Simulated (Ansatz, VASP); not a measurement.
Two plane-wave programs on Sb

File POSCAR:

```
Sb
1.0
    2.1397418462      1.2353805309      3.7327777635
   -2.1397418462      1.2353805309      3.7327777635
    0.0000000000     -2.4707610619      3.7327777635
Sb
2
Direct
    0.7665100000      0.7665100000      0.7665100000
    0.2334900000      0.2334900000      0.2334900000
```

Contents of INCAR.step1:

```
SYSTEM = Sb
PREC = Accurate
ENCUT = 520
ISMEAR = -1
SIGMA = 0.05
LREAL = .FALSE.
LASPH = .TRUE.
NELM = 100
NBANDS = 12
GGA = PE
ALGO = Normal
EDIFF = 1E-4
LWAVE = .TRUE.
LCHARG = .FALSE.
```

The input INCAR.step2:

```
SYSTEM = Sb
PREC = Accurate
ENCUT = 520
EDIFF = 1E-6
ISMEAR = -1
SIGMA = 0.05
LREAL = .FALSE.
LASPH = .TRUE.
NELM = 100
ALGO = Normal
ISIF = 2
LWAVE = .FALSE.
LCHARG = .TRUE.
METAGGA = R2SCAN
LMIXTAU = .TRUE.
LELF = .TRUE.
LVHAR = .TRUE.
NBANDS = 12
ISTART = 1
```

File KPOINTS:

```
Automatic mesh
0
G
  8 8 8
  0 0 0
```

File input.yaml:

```yaml
crystal:
  lattice:
    - [2.1397418462, 1.2353805309, 3.7327777635]
    - [-2.1397418462, 1.2353805309, 3.7327777635]
    - [0.0, -2.4707610619, 3.7327777635]
  atoms:
    - { symbol: Sb, position: [0.76651, 0.76651, 0.76651] }
    - { symbol: Sb, position: [0.23349, 0.23349, 0.23349] }
hamiltonian:
  xc: r2scan
  pseudopotentials: { kind: paw }
kpoints:
  mp_grid: { grid: [8, 8, 8] }
scf:
  occupations: { method: fermi_dirac, width: 0.05 }
output:
  forces: true
  stress: true
  eigenvalues: true
```

Alike in both runs: task single point; functional r2SCAN; k mesh 8 × 8 × 8; occupations fermi-dirac, width 0.05 eV; no spin polarisation.

|  | VASP | Ansatz |
| --- | --- | --- |
| version | VASP 6.6.1 | Ansatz 0.2.0 |
| potentials or method | VASP PAW PBE potentials, release 64 (Sb) | Ansatz PAW |
| plane-wave cutoff (eV) | 520 | 500 |
| valence electrons in the cell | 10 | 30 |

```csv
,VASP,Ansatz,Ansatz less VASP
gap on the k mesh at the Fermi level (eV),none,none,-
pressure (GPa),3.1,3.0,-0.15
"traceless stress, the component that is largest in VASP (GPa)",-0.39,-0.32,+0.068
rms of the force components (eV/Å),0.094,0.060,-0.0334
```

VASP's potentials were made for PBE, not for r2SCAN. Atom by atom the forces differ by 0.033 eV/Å (rms over components). A gap of «none» marks a metal or a gap that the smearing closes. With one functional, cell and mesh, what is left measures potentials, basis and numerics. VASP's potentials hold 10 valence electrons a cell and Ansatz's 30, so a difference there can come from the potentials and not from the codes.

Neither program's run includes spin-orbit coupling.
